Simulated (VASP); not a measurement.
# CdBiO4: single point with PBE

CdBiO4:

```
Cd Bi O
1.0
     3.35165    0.00000    0.00000
     0.00000    3.35165    0.00000
     0.00000    0.00000    6.91870
Cd Bi O
1 1 4
Cartesian
  0.0000 0.0000 0.0000
  1.6758 1.6758 3.4593
  1.6758 1.6758 0.7361
  0.0000 0.0000 4.6131
  0.0000 0.0000 2.3056
  1.6758 1.6758 6.1826
```

The cell was generated, and may not be a known phase.

| Property | Result |
| --- | --- |
| Program | VASP 6.6.1 |
| Task | single point |
| Functional | PBE |
| Potentials or basis | VASP PAW PBE potentials, release 64 (Cd, Bi_d, O) |
| Cutoff | 520 eV |
| k mesh | 12 × 12 × 6 |
| Occupations | gaussian, width 0.1 eV |
| Spin | no spin polarisation |

```yaml
Pressure: 0.6 GPa
Largest_force: 0.257 eV/Å
Band_gap_on_the_k_mesh: zero (an odd number of electrons rules out a gap without spin polarisation)
```

Forces in eV/Å, atoms in the order of the input:
```
Cd   0.000  0.000  0.000
Bi   0.000  0.000  0.000
O    0.000  0.000  0.257
O    0.000  0.000 -0.057
O    0.000  0.000  0.057
O    0.000  0.000 -0.257
```

Stress tensor (GPa, compression positive):
```
0.42 0.00 0.00
0.00 0.42 0.00
0.00 0.00 1.07
```

Levels at points of the mesh, in eV from the Fermi level:
```tsv
k point	band 24	band 25	band 26	band 27	band 28	band 29
(0.00, 0.00, 0.00)	-0.90	0.10	0.10	0.70	2.05	6.01
(0.50, 0.00, 0.00)	-0.47	-0.35	0.16	1.49	3.12	5.46
(0.50, 0.50, 0.00)	-0.65	-0.06	-0.06	1.44	3.82	3.82
(0.00, 0.00, 0.50)	-0.95	-0.02	-0.02	2.18	3.18	4.43
(0.50, 0.00, 0.50)	-0.38	-0.33	0.11	1.68	4.37	4.98
(0.50, 0.50, 0.50)	-0.78	-0.36	-0.36	3.51	3.89	3.89
```

It took 7.5 min on 1 thread of Oxide Virtual Turin-like Processor, with other jobs on the host, peak memory 0.36 GiB.

Caveat: spin-orbit coupling is left out, which moves the levels of the heavy elements; an odd number of electrons without spin polarisation forces a metal; a magnetic or distorted state may lie lower.
